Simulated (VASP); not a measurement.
# H5C16F in VASP: notebook

The runs below take H5C16F through single point, with PBE+D3(BJ).

Everything below comes from runs of VASP 6.6.1. Logs are shortened: lines on timing, memory, paths and dates and some standing lists are left out, and cuts for length are marked.

## (1) The cell of the first run

The cell holds a slab with vacuum, 22 atoms: a = 5.049 Å, b = 5.049 Å, c = 16.676 Å, α = 90.00°, β = 90.00°, γ = 60.00°.

## (2) Single point, PBE+D3(BJ)

INCAR

```
SYSTEM = H5C16F
ALGO     = Normal         ! electronic algorithm
EDIFF    = 1E-7           ! SCF threshold, eV
ENCUT    = 520            ! plane-wave cutoff, eV
GGA      = PE             ! functional
ISIF     = 2              ! what is computed and relaxed
ISMEAR   = 0              ! smearing method
IVDW     = 12             ! dispersion correction
LASPH    = .TRUE.         ! aspherical terms in the spheres
LCHARG   = .FALSE.        ! write CHGCAR
LREAL    = Auto         
LWAVE    = .FALSE.        ! write WAVECAR
NBANDS   = 55             ! bands
NELM     = 100            ! most SCF steps
PREC     = Accurate       ! precision mode
SIGMA    = 0.05           ! smearing width, eV
```

KPOINTS

```
k-points
0
G
  3 3 1
  0 0 0
```

POSCAR

```
H5C16F
1.0
    5.0487420000      0.0000000000      0.0000000000
    2.5243710000      4.3723390000      0.0000000000
    0.0000000000      0.0000000000     16.6764260000
H C F
5 16 1
Direct
    0.1666667848      0.1666666285      0.0599648870
    0.6666667848      0.1666666285      0.0599648870
    0.1666666285      0.6666667429      0.0599648870
    0.6666666285      0.6666667429      0.0599648870
    0.0131678505      0.4984437392      0.3481179361
    0.1666667848      0.1666666285      0.1259262626
    0.6666667848      0.1666666285      0.1259262626
    0.1666666285      0.6666667429      0.1259262626
    0.6666666285      0.6666667429      0.1259262626
   -0.1666666285      0.3333332571      0.1568252694
    0.3333333715      0.3333332571      0.1568252694
   -0.1666667848      0.8333333715      0.1568252694
    0.3333332152      0.8333333715      0.1568252694
   -0.1712962691      0.3320643710      0.2544927192
    0.3291848084      0.3298250662      0.2507777146
   -0.1713309703      0.8346514303      0.2554320092
    0.3276852508      0.8355779367      0.2537084985
   -0.0036360549     -0.0013985649      0.2722492217
    0.4979539231     -0.0027598500      0.2726750324
   -0.0022792809      0.4973957875      0.2826345405
    0.4869337421      0.5009636718      0.2826074364
    0.4359212140      0.5194233567      0.3678601758
```

Potentials or basis: VASP PAW PBE potentials, release 64 (H, C, F).

Launch:

```
$ cat potpaw_PBE.64/H/POTCAR potpaw_PBE.64/C/POTCAR potpaw_PBE.64/F/POTCAR > POTCAR
$ mpirun -np 1 vasp_std > vasp.out
```

OUTCAR:

```text
SYSTEM = H5C16F
   EDIFF = 1E-7
   ENCUT = 520
   GGA = PE
   ISIF = 2
   ISMEAR = 0
   IVDW = 12
   LASPH = .TRUE.
   LREAL = Auto
   NELM = 100
   PREC = Accurate
 IVDW          = 12

 ion  position               nearest neighbor table
   1  0.167  0.167  0.060-   6 1.10
   2  0.667  0.167  0.060-   7 1.10
   3  0.167  0.667  0.060-   8 1.10
   4  0.667  0.667  0.060-   9 1.10
   5  0.013  0.498  0.348-  20 1.10
   6  0.167  0.167  0.126-   1 1.10  11 1.55  13 1.55  10 1.55
   7  0.667  0.167  0.126-   2 1.10  10 1.55  12 1.55  11 1.55
   8  0.167  0.667  0.126-   3 1.10  13 1.55  12 1.55  11 1.55
   9  0.667  0.667  0.126-   4 1.10  12 1.55  13 1.55  10 1.55
  10  0.833  0.333  0.157-   7 1.55   6 1.55   9 1.55  14 1.63
  11  0.333  0.333  0.157-   6 1.55   7 1.55   8 1.55  15 1.57
  12  0.833  0.833  0.157-   9 1.55   7 1.55   8 1.55  16 1.64
  13  0.333  0.833  0.157-   8 1.55   6 1.55   9 1.55  17 1.62
  14  0.829  0.332  0.254-  18 1.49  20 1.54  21 1.57  10 1.63
  15  0.329  0.330  0.251-  19 1.50  21 1.53  20 1.54  11 1.57
  16  0.829  0.835  0.255-  19 1.47  18 1.48  20 1.54  12 1.64
  17  0.328  0.836  0.254-  18 1.48  19 1.49  21 1.54  13 1.62
  18  0.996  0.999  0.272-  16 1.48  17 1.48  14 1.49
  19  0.498  0.997  0.273-  16 1.47  17 1.49  15 1.50
  20  0.998  0.497  0.283-   5 1.10  14 1.54  16 1.54  15 1.54
  21  0.487  0.501  0.283-  22 1.44  15 1.53  17 1.54  14 1.57
  22  0.436  0.519  0.368-  21 1.44

  LATTYP: Found a hexagonal cell.
 ALAT       =     5.0487421480
 C/A-ratio  =     3.3030853055

  Lattice vectors:

 A1 = (  -2.5243710000,  -4.3723390000,   0.0000000000)
 A2 = (   5.0487420000,   0.0000000000,   0.0000000000)
 A3 = (   0.0000000000,   0.0000000000,  16.6764260000)

Analysis of symmetry for initial positions (statically):
=====================================================================
 Subroutine PRICEL returns:
 Original cell was already a primitive cell.

 Routine SETGRP: Setting up the symmetry group for a
 hexagonal supercell.

 Subroutine GETGRP returns: Found  1 space group operations
 (whereof  1 operations were pure point group operations)
 out of a pool of 24 trial point group operations.

The static configuration has the point symmetry C_1 .

Analysis of symmetry for dynamics (positions and initial velocities):
=====================================================================
 Subroutine PRICEL returns:
 Original cell was already a primitive cell.

 Routine SETGRP: Setting up the symmetry group for a
 hexagonal supercell.

 Subroutine GETGRP returns: Found  1 space group operations
 (whereof  1 operations were pure point group operations)
 out of a pool of 24 trial point group operations.

The dynamic configuration has the point symmetry C_1 .

 Subroutine INISYM returns: Found  1 space group operations
 (whereof  1 operations are pure point group operations),
 and found     1 'primitive' translations

----------------------------------------------------------------------------------------

                                     Primitive cell

  volume of cell :     368.1290

  direct lattice vectors                    reciprocal lattice vectors
     5.048742000  0.000000000  0.000000000     0.198069143 -0.114355268  0.000000000
     2.524371000  4.372339000  0.000000000     0.000000000  0.228710537  0.000000000
     0.000000000  0.000000000 16.676426000     0.000000000  0.000000000  0.059964887

  length of vectors
     5.048742000  5.048742148 16.676426000     0.228710544  0.228710537  0.059964887

  position of ions in fractional coordinates (direct lattice)
     0.166666785  0.166666629  0.059964887
     0.666666785  0.166666629  0.059964887
     0.166666629  0.666666743  0.059964887
     0.666666629  0.666666743  0.059964887
     0.013167850  0.498443739  0.348117936
     0.166666785  0.166666629  0.125926263
[... 14 lines left out ...]
     0.486933742  0.500963672  0.282607436
     0.435921214  0.519423357  0.367860176

  ion indices of the primitive-cell ions
   primitive index   ion index
                 1           1
                 2           2
                 3           3
                 4           4
                 5           5
                 6           6
[... 14 lines left out ...]
                21          21
                22          22

----------------------------------------------------------------------------------------

 KPOINTS: k-points

Automatic generation of k-mesh.
 Grid dimensions read from file:
 generate k-points for:    3    3    1

 Generating k-lattice:

  Cartesian coordinates                     Fractional coordinates (reciprocal lattice)
     0.066023048 -0.038118423  0.000000000     0.333333333 -0.000000000  0.000000000
     0.000000000  0.076236846  0.000000000     0.000000000  0.333333333  0.000000000
     0.000000000  0.000000000  0.059964887     0.000000000  0.000000000  1.000000000

  Length of vectors
     0.076236848  0.076236846  0.059964887

  Shift w.r.t. Gamma in fractional coordinates (k-lattice)
     0.000000000  0.000000000  0.000000000

 Subroutine IBZKPT returns following result:
 ===========================================

 Found      5 irreducible k-points:

 Following reciprocal coordinates:
            Coordinates               Weight
  0.000000  0.000000  0.000000      1.000000
  0.333333  0.000000  0.000000      2.000000
  0.333333  0.333333  0.000000      2.000000
  0.000000  0.333333  0.000000      2.000000
 -0.333333  0.333333  0.000000      2.000000
   k-points           NKPTS =      5   k-points in BZ     NKDIM =      5   number of bands    NBANDS=     55
   number of dos      NEDOS =    301   number of ions     NIONS =     22
   total plane-waves  NPLWV = 201600
   dimension x,y,z NGX =    40 NGY =   40 NGZ =  126
   dimension x,y,z NGXF=    80 NGYF=   80 NGZF=  252
   ions per type =               5  16   1
   NGX,Y,Z   is equivalent  to a cutoff of  13.17, 13.17, 12.56 a.u.
   NGXF,Y,Z  is equivalent  to a cutoff of  26.34, 26.34, 25.12 a.u.
 SYSTEM =  H5C16F
   PREC   = accura    normal or accurate (medium, high low for compatibility)
   ISTART =      0    job   : 0-new  1-cont  2-samecut
   ICHARG =      2    charge: 1-file 2-atom 10-const
   ISPIN  =      1    spin polarized calculation?
   LNONCOLLINEAR =      F non collinear calculations
   LSORBIT =      F    spin-orbit coupling
   LASPH  =      T    aspherical Exc in radial PAW
   ENCUT  =  520.0 eV  38.22 Ry    6.18 a.u.   9.39  9.39 31.01*2*pi/ulx,y,z
   NELM   =    100;   NELMIN=  2; NELMDL= -5     # of ELM steps
   EDIFF  = 0.1E-06   stopping-criterion for ELM
   LREAL  =      T    real-space projection
   EDIFFG = 0.1E-05   stopping-criterion for IOM
   NSW    =      0    number of steps for IOM
   IBRION =     -1    ionic relax: 0-MD 1-quasi-New 2-CG
   NFREE  =      0    steps in history (QN), initial steepest desc. (CG)
   ISIF   =      2    stress and relaxation
   ISYM   =      2    0-nonsym 1-usesym 2-fastsym
   POTIM  = 0.5000    time-step for ionic-motion
   TEBEG  =    0.0;   TEEND  =   0.0 temperature during run
   PSTRESS=    0.0 pullay stress
   NELECT =      76.0000    total number of electrons
   NUPDOWN=      -1.0000    fix difference up-down
   EMIN   =  10.00;   EMAX   =-10.00  energy-range for DOS
   EFERMI =   0.00;   METHOD = LEGACY
   ISMEAR =     0;   SIGMA  =   0.05  broadening in eV -4-tet -1-fermi 0-gaus
   EFERMI_NEDOS =   21; number of points for ismear=-14 and -15
   IALGO  =     38    algorithm
   IMIX   =      4    mixing-type and parameters
     AMIX     =   0.40;   BMIX     =  1.00
     AMIX_MAG =   1.60;   BMIX_MAG =  1.00
  volume/ion in A,a.u.               =      16.73       112.92
  Fermi-wavevector in a.u.,A,eV,Ry     =   0.967563  1.828429 12.737484  0.936179
  Thomas-Fermi vector in A             =   2.097459
   LORBIT       =      0    0 simple, 1 ext, 2 COOP (PROOUT), +10 PAW based schemes
   GGA     = PE    functional components
   LHFCALC =     F    Hartree Fock is set to
   AEXX    =    0.0000 exact exchange contribution
   IVDW    =    12    specifies the selected vdW correction
   LEPSILON=     F    determine dielectric tensor
   LRPA    =     F    only Hartree local field effects (RPA)
 non-spin polarized calculation
 Gauss-broadening in eV      SIGMA  =   0.05
  energy-cutoff  :      520.00
  volume of cell :      368.13
 maximum number of plane-waves:      9916
 NGX is ok and might be reduce to    40
   NGX = 19   NGY = 19   NGZ = 63

 number of electron      76.0000000 magnetization

 Free energy of the ion-electron system (eV)
  ---------------------------------------------------
  ext. energy  EPLUGINS =         0.00000000
  ---------------------------------------------------
  free energy    TOTEN  =      -163.69127748 eV

  energy without entropy =     -163.68400895  energy(sigma->0) =     -163.68764322

 E-fermi :   0.2167     XC(G=0):  -4.9637

 val. band max:        0.2138437484   @ k =  -0.3333   0.3333   0.0000
 cond. band min:       0.3963190719   @ k =   0.3333   0.3333   0.0000
 fundamental gap:      0.1824753235
 Fermi energy:         0.2166946664

 k-point     1 :       0.0000    0.0000    0.0000
  band No.  band energies     occupation
      1     -25.6031      2.00000
      2     -20.8748      2.00000
      3     -18.1348      2.00000
      4     -15.7690      2.00000
      5     -15.7315      2.00000
      6     -15.6083      2.00000
[... 42 lines left out ...]
     49       5.7166      0.00000
     50       5.8508      0.00000

 k-point     2 :       0.3333    0.0000    0.0000
  band No.  band energies     occupation
      1     -25.5969      2.00000
      2     -20.2175      2.00000
      3     -18.2738      2.00000
      4     -17.5238      2.00000
      5     -16.4625      2.00000
      6     -16.3519      2.00000
[... 42 lines left out ...]
     49       6.5710      0.00000
     50       6.7561      0.00000

 k-point     3 :       0.3333    0.3333    0.0000
  band No.  band energies     occupation
      1     -25.5968      2.00000
      2     -20.2174      2.00000
      3     -18.2715      2.00000
      4     -17.5263      2.00000
      5     -16.4234      2.00000
      6     -16.4025      2.00000
[... 42 lines left out ...]
     49       6.5529      0.00000
     50       6.7524      0.00000

 k-point     4 :       0.0000    0.3333    0.0000
  band No.  band energies     occupation
      1     -25.5978      2.00000
      2     -20.2196      2.00000
      3     -18.2620      2.00000
      4     -17.5199      2.00000
      5     -16.4172      2.00000
      6     -16.4084      2.00000
[... 42 lines left out ...]
     49       6.5360      0.00000
     50       6.7232      0.00000

 k-point     5 :      -0.3333    0.3333    0.0000
  band No.  band energies     occupation
      1     -25.5941      2.00000
      2     -19.0148      2.00000
      3     -18.9238      2.00000
      4     -18.7895      2.00000
      5     -16.4173      2.00000
      6     -16.2922      2.00000
[... 42 lines left out ...]
     49       6.6411      0.00000
     50       6.8607      0.00000
 [bands above 50 left out]

------------------------ aborting loop because EDIFF is reached ----------------------------------------

 Edisp (eV)   -2.33693

 E8    (eV) :    -0.6874

  FORCE on cell =-STRESS in cart. coord.  units (eV):
  Direction    XX          YY          ZZ          XY          YZ          ZX
  --------------------------------------------------------------------------------------
  -------------------------------------------------------------------------------------
  Total      -0.13123    -1.55050    -5.15747     0.42720    -2.36691     3.04737
  in kB      -0.57114    -6.74812   -22.44645     1.85928   -10.30131    13.26282
  external pressure =       -9.92 kB  Pullay stress =        0.00 kB

 VOLUME and BASIS-vectors are now :
 -----------------------------------------------------------------------------
  energy-cutoff  :      520.00
  volume of cell :      368.13
      direct lattice vectors                 reciprocal lattice vectors
     5.048742000  0.000000000  0.000000000     0.198069143 -0.114355268  0.000000000
     2.524371000  4.372339000  0.000000000     0.000000000  0.228710537  0.000000000
     0.000000000  0.000000000 16.676426000     0.000000000  0.000000000  0.059964887

 POSITION                                       TOTAL-FORCE (eV/Angst)
 -----------------------------------------------------------------------------------
      1.26219      0.72872      1.00000        -0.045821      0.008556     -0.116720
      3.78656      0.72872      1.00000        -0.003412     -0.016281     -0.103220
      2.52437      2.91489      1.00000        -0.048243      0.045180     -0.190089
      5.04874      2.91489      1.00000         0.033537      0.042427     -0.188956
      1.32474      2.17937      5.80536        -0.264110     -0.104150      0.012292
      1.26219      0.72872      2.10000        -0.011317     -0.008223      1.609743
[... 14 lines left out ...]
      3.72302      2.19038      4.71288         0.093830     -0.056699     -0.249945
      3.51207      2.27110      6.13459         1.098577     -0.476711     -0.448331
 -----------------------------------------------------------------------------------
    total drift:                               -0.007642     -0.012187     -0.051120

  FREE ENERGIE OF THE ION-ELECTRON SYSTEM (eV)
  ---------------------------------------------------
  free  energy   TOTEN  =      -166.0282095737 eV

  energy  without entropy=     -166.0209410381  energy(sigma->0) =     -166.02457531
```

Run time: 3.9 min. Hardware: 1 thread of AMD EPYC 9R45 (Zen 5), shared host; peak memory 0.46 GiB.

Results:

- Free energy: -166.0282 eV
- Largest force: 1.610 eV/Å
- Band gap on the k mesh: zero (bands 38 and 39 overlap by 0.05 eV)
- Dispersion energy per atom: -0.106 eV

Forces on the atoms (eV/Å):
```
H   -0.046  0.009 -0.117
H   -0.003 -0.016 -0.103
H   -0.048  0.045 -0.190
H    0.034  0.042 -0.189
H   -0.264 -0.104  0.012
C   -0.011 -0.008  1.610
C    0.019 -0.001  1.573
C    0.029 -0.007  1.356
C   -0.052 -0.023  1.478
C   -0.430  0.502 -0.520
C   -0.109  0.344 -1.004
C   -0.039  0.119 -1.339
C   -0.119 -0.289 -1.524
C   -0.012 -0.002 -0.166
C   -0.004  0.001 -0.045
C    0.001 -0.013  0.019
C   -0.005 -0.025 -0.142
C   -0.031 -0.011  0.042
C   -0.063 -0.009 -0.017
C   -0.039 -0.021 -0.034
C    0.094 -0.057 -0.250
F    1.099 -0.477 -0.448
```

Caveat: the k points lie up to 0.48 Å⁻¹ apart.

## (3) Single point, PBE+D3(BJ)

INCAR

```
  PREC = Accurate
  ENCUT = 520
  EDIFF = 1E-6
  ISMEAR = 0
  SIGMA = 0.05
  LREAL = Auto
  LASPH = True
  NELM = 60
  ALGO = Normal
  ISIF = 2
  LWAVE = False
  LCHARG = True
  GGA = PE
  IVDW = 12
  LELF = True
  LVHAR = True
  NBANDS = 55
```

KPOINTS

```
regular mesh
0
Gamma
  3 3 1
```

POSCAR

```
H5C16F
1.0
    5.0487420000      0.0000000000      0.0000000000
    2.5243710000      4.3723390000      0.0000000000
    0.0000000000      0.0000000000     16.6764260000
H C F
5 16 1
Direct
    0.1666667848      0.1666666285      0.0599648870
    0.6666667848      0.1666666285      0.0599648870
    0.1666666285      0.6666667429      0.0599648870
    0.6666666285      0.6666667429      0.0599648870
    0.0213591768      0.5136982745      0.3495302291
    0.1666667848      0.1666666285      0.1259262626
    0.6666667848      0.1666666285      0.1259262626
    0.1666666285      0.6666667429      0.1259262626
    0.6666666285      0.6666667429      0.1259262626
   -0.1666666285      0.3333332571      0.1568252694
    0.3333333715      0.3333332571      0.1568252694
   -0.1666667848      0.8333333715      0.1568252694
    0.3333332152      0.8333333715      0.1568252694
   -0.1686327961      0.3335082207      0.2560519862
    0.3314738996      0.3323619234      0.2528343303
   -0.1681717089      0.8337516830      0.2544355727
    0.3321801832      0.8350301749      0.2567410427
   -0.0001059230     -0.0015810759      0.2715732376
    0.5008414935     -0.0003000682      0.2734542161
   -0.0006428910      0.4999395061      0.2836241410
    0.4939793922      0.5019640517      0.2750163015
    0.2507186217      0.6322661623      0.3972107693
```

Potentials or basis: VASP PAW PBE potentials, release 64 (H, C, F).

Launch:

```
$ cat potpaw_PBE.64/H/POTCAR potpaw_PBE.64/C/POTCAR potpaw_PBE.64/F/POTCAR > POTCAR
$ mpirun -np 1 vasp_std > vasp.out
```

Run time: 3.5 min. Hardware: 1 thread of AMD EPYC 9R45 (Zen 5), shared host; peak memory 0.46 GiB.

It converged, with:

| Quantity | Value |
| --- | --- |
| Free energy | -163.6353 eV |
| Largest force | 1.707 eV/Å |
| Band gap on the k mesh | zero (bands 38 and 39 overlap by 0.07 eV) |
| Dispersion energy per atom | -0.107 eV |

Forces in eV/Å, atoms in the order of the input:
```
H   -0.032 -0.021 -0.086
H    0.017  0.006 -0.096
H    0.011  0.026 -0.200
H   -0.009  0.017 -0.108
H   -0.355 -0.215 -0.212
C    0.014  0.029  1.707
C   -0.019 -0.007  1.564
C   -0.046 -0.047  1.395
C    0.031 -0.019  1.581
C   -0.267  0.230 -0.994
C   -0.056  0.242 -1.146
C    0.033  0.035 -1.261
C   -0.165 -0.146 -1.535
C   -0.026  0.012 -0.032
C   -0.031 -0.004 -0.074
C   -0.014 -0.001  0.015
C   -0.020  0.005 -0.040
C   -0.008 -0.019  0.021
C   -0.024 -0.021  0.061
C   -0.059 -0.015 -0.048
C   -0.058  0.039  0.172
F    1.085 -0.127 -0.685
```

Levels at points of the mesh, in eV from the Fermi level:
```
           k point  band 34  band 35  band 36  band 37  band 38  band 39  band 40  band 41  band 42  band 43
(0.00, 0.00, 0.00)    -2.03    -1.99    -1.89    -1.53    -0.17    -0.08     0.29     2.40     4.45     4.56
```

Caveat: the k points lie up to 0.48 Å⁻¹ apart.
